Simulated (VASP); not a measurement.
BeSe (zincblende type):

```
CELL_PARAMETERS angstrom
0.00000 2.58854 2.58854
2.58854 0.00000 2.58854
2.58854 2.58854 0.00000
ATOMIC_POSITIONS crystal
Be 0.00000 0.00000 0.00000
Se 0.25000 0.25000 0.25000
```

Base run:

| Property | Result |
| --- | --- |
| Program | VASP 6.6.1 |
| Functional | PBEsol |
| Potentials or basis | VASP PAW PBE potentials, release 64 (Be, Se) |
| Cutoff | 520 eV |
| k mesh | 14 × 14 × 14 |
| Occupations | fermi-dirac, width 0.05 eV |
| Spin | no spin polarisation |

Its results: band gap on the k mesh 2.51 eV (least direct gap 4.09 eV); pressure -1.8 GPa.

The run is repeated on the same cell with these changes: functional from PBEsol to r2SCAN; cutoff from 520 eV to 580 eV. What comes out?

Band gap on the k mesh 3.14 eV (least direct gap 4.97 eV); pressure -0.4 GPa.

Caveats: the PAW data sets were made with another functional, which shifts forces and pressure a little.

A k mesh can miss the band edges.
